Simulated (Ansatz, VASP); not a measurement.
## Two plane-wave programs on Cu

```xyz
4
Lattice="2.5641 0.0000 0.0000 -1.2820 2.2205 0.0000 0.0000 0.0000 8.3705" Properties=species:S:1:pos:R:3 pbc="T T T"
Cu    1.2820    0.7402    6.2779
Cu    0.0000    0.0000    4.1853
Cu    0.0000    1.4804    2.0926
Cu    0.0000    0.0000    0.0000
```

Alike in both runs: task single point; functional LDA; k mesh 12 × 12 × 4; occupations fermi-dirac, width 0.05 eV; no spin polarisation.

```csv
,VASP,Ansatz
version,VASP 6.6.1,Ansatz 0.2.0
potentials or method,"VASP PAW LDA potentials, release 64 (Cu_sv_GW)",Ansatz PAW
plane-wave cutoff (eV),820,420
valence electrons in the cell,76,76
```

|  | VASP | Ansatz | Ansatz less VASP |
| --- | --- | --- | --- |
| gap on the k mesh at the Fermi level (eV) | none | none | - |
| pressure (GPa) | -14.6 | -13.4 | +1.15 |
| traceless stress, the component that is largest in VASP (GPa) | -0.38 | -0.36 | +0.017 |

LDA's correlation is that of Perdew and Zunger in VASP and of Perdew and Wang (1992) in Ansatz. A gap of «none» marks a metal or a gap that the smearing closes.
